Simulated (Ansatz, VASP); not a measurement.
# Hf2B3: VASP beside Ansatz

Contents of INCAR:

```
PREC = Accurate
ENCUT = 600
EDIFF = 1E-6
ISMEAR = 0
SIGMA = 0.1
LREAL = F
LASPH = T
NELM = 60
ALGO = Normal
ISIF = 3
LWAVE = F
LCHARG = F
GGA = PE
IBRION = 2
NSW = 100
EDIFFG = -0.01
```

File KPOINTS:

```
Automatic mesh
0
Gamma
  10 10 10
```

POSCAR

```
Hf2B3
1.0
    4.1758221905      0.0000000000      0.0000000000
    0.0000000000      4.1758221905      0.0000000000
    0.0000000000      0.0000000000      4.1758221905
Hf B
2 3
Direct
    0.0000000000      0.0000000000      0.0000000000
    0.5000000000      0.5000000000      0.5000000000
    0.0000000000      0.5000000000      0.5000000000
    0.5000000000      0.0000000000      0.5000000000
    0.5000000000      0.5000000000      0.0000000000
```

Input for Ansatz:

```yaml
crystal:
  lattice:
    - [4.1758221905, 0.0, 0.0]
    - [0.0, 4.1758221905, 0.0]
    - [0.0, 0.0, 4.1758221905]
  atoms:
    - { symbol: Hf, position: [0.0, 0.0, 0.0] }
    - { symbol: Hf, position: [0.5, 0.5, 0.5] }
    - { symbol: B, position: [0.0, 0.5, 0.5] }
    - { symbol: B, position: [0.5, 0.0, 0.5] }
    - { symbol: B, position: [0.5, 0.5, 0.0] }
basis:
  ecutwfc: 420
kpoints:
  mp_grid: { grid: [10, 10, 10] }
hamiltonian:
  xc: pbe
scf:
  occupations: { method: gaussian, width: 0.1 }
output:
  forces: true
  stress: true
  eigenvalues: true
  write_density: true
  write_potential: true
  elf: true
  volumetric_format: npy
relax:
  adjacent_minimum: "off"
  f_tol: 0.01
  max_steps: 80
  cell: { stress_tol: 0.05 }
```

Alike in both runs: task relaxation of cell and atoms; functional PBE; k mesh 10 × 10 × 10; occupations gaussian, width 0.1 eV; no spin polarisation.

|  | VASP | Ansatz |
| --- | --- | --- |
| version | VASP 6.6.1 | Ansatz 0.2.0 |
| potentials or method | VASP PAW PBE potentials, release 64 (Hf_pv, B), cutoff 600 eV | scalar-relativistic, plane waves, PAW |
| valence electrons in the cell | 29 | 61 |

VASP gave:

```
gap on the k mesh at the Fermi level, each at its own relaxed structure (eV) : none
relaxed volume (Å³/atom)                                                     : 14.69
relaxed cell length with the largest relative difference (Å)                 : 4.188
```

**Question.** What did Ansatz give for the same quantities?

**Answer.** gap on the k mesh at the Fermi level, each at its own relaxed structure (eV): none; relaxed volume (Å³/atom): 14.55; relaxed cell length with the largest relative difference (Å): 4.175.

A gap of «none» marks a metal or a gap that the smearing closes. VASP's potentials hold 29 valence electrons a cell and Ansatz's 61, so a difference there can come from the potentials and not from the codes.

Neither program's run includes spin-orbit coupling.
